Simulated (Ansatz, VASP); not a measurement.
BN: VASP beside Ansatz

```xyz
2
Lattice="0.0000 1.8123 1.8123 1.8123 0.0000 1.8123 1.8123 1.8123 0.0000" Properties=species:S:1:pos:R:3 pbc="T T T"
B     0.0000    0.0000    0.0000
N     2.7185    2.7185    2.7185
```

Alike in both runs: functional PBE; k mesh 12 × 12 × 12; no spin polarisation.

Ansatz relaxed the structure, and its values are those at the end. VASP's run is a single point on that final structure, the one shown.

|  | VASP | Ansatz |
| --- | --- | --- |
| version | VASP 6.6.1 | Ansatz 0.2.0 |
| potentials or method | VASP PAW PBE potentials, release 64 (B, N), cutoff 600 eV | scalar-relativistic, plane waves, PAW |
| occupations | gaussian, width 0.01 eV | fixed |
| valence electrons in the cell | 8 | 8 |

|  | VASP | Ansatz | Ansatz less VASP |
| --- | --- | --- | --- |
| gap on the k mesh at the Fermi level (eV) | 4.45 | 4.46 | +0.012 |
| least direct gap on the mesh (eV) | 8.78 | 8.79 | +0.011 |
| pressure (GPa) | 0.0 | 0.0 | +0.02 |
